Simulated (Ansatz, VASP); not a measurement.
WSe2: VASP beside Ansatz

```
W Se
1.0
     3.29721    0.00000    0.00000
    -1.64861    2.85547    0.00000
     0.00000    0.00000    7.15482
W Se
1 2
Direct
  0.00000 0.00000 0.00000
  0.33333 0.66667 0.23282
  0.33333 0.66667 0.76718
```

Change from the starting cell: uniaxial_z strain -0.4%.

Alike in both runs: task single point; functional r2SCAN; k mesh 12 × 12 × 4; no spin polarisation.

|  | VASP | Ansatz |
| --- | --- | --- |
| version | VASP 6.6.1 | Ansatz 0.2.0 |
| potentials or method | VASP PAW PBE potentials, release 64 (W_sv, Se) | plane waves, PAW |
| plane-wave cutoff (eV) | 520 | 500 |
| occupations | gaussian, width 0.01 eV | fixed |
| valence electrons in the cell | 26 | 46 |

VASP gave:

```
gap on the k mesh at the Fermi level (eV)                     : 1.47
pressure (GPa)                                                : 1.5
traceless stress, the component that is largest in VASP (GPa) : -0.04
rms of the force components (eV/Å)                            : 0.010
```

Q: Which values does Ansatz return?

A: gap on the k mesh at the Fermi level (eV): 1.48; pressure (GPa): 1.2; traceless stress, the component that is largest in VASP (GPa): -0.07; rms of the force components (eV/Å): 0.011.

VASP's potentials were made for PBE, not for r2SCAN. Atom by atom the forces differ by 0.022 eV/Å (rms over components). VASP's potentials hold 26 valence electrons a cell and Ansatz's 46, so a difference there can come from the potentials and not from the codes.

Spin-orbit coupling is off throughout.
